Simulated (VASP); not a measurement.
A run of VASP 6.6.1 is set up as follows.

The input INCAR:

```
ALGO = Normal ; EDIFF = 1E-8
ENCUT = 520 ; GGA_COMPAT = False
ISIF = 2 ; ISMEAR = -1
LASPH = True ; LCHARG = False
LEFG = True ; LREAL = False
LWAVE = False ; NBANDS = 11
NELM = 120 ; PREC = Accurate
SIGMA = 0.05
```

File KPOINTS:

```
k-points
0
Gamma
  11 11 11
```

Contents of POSCAR:

```
Mg2Si
1.0
    0.0000000000      3.1950000000      3.1950000000
    3.1950000000      0.0000000000      3.1950000000
    3.1950000000      3.1950000000      0.0000000000
Mg Si
2 1
Direct
    0.2500000000      0.2500000000      0.2500000000
    0.7500000000      0.7500000000      0.7500000000
    0.0000000000      0.0000000000      0.0000000000
```

Potentials or basis: VASP PAW LDA potentials, release 64 (Mg, Si).

Command:

```bash
$ cat potpaw_LDA.64/Mg/POTCAR potpaw_LDA.64/Si/POTCAR > POTCAR
$ mpirun -np 1 vasp_std > vasp.out
```

(1) Estimate the pressure.

(2) Estimate the band gap on the k mesh.

Results:

(1) -3.5 GPa.

(2) 0.24 eV (least direct gap 1.64 eV).

Caveat: the cell stands under tension; an odd mesh through Γ misses points on the zone boundary, where band edges can lie.
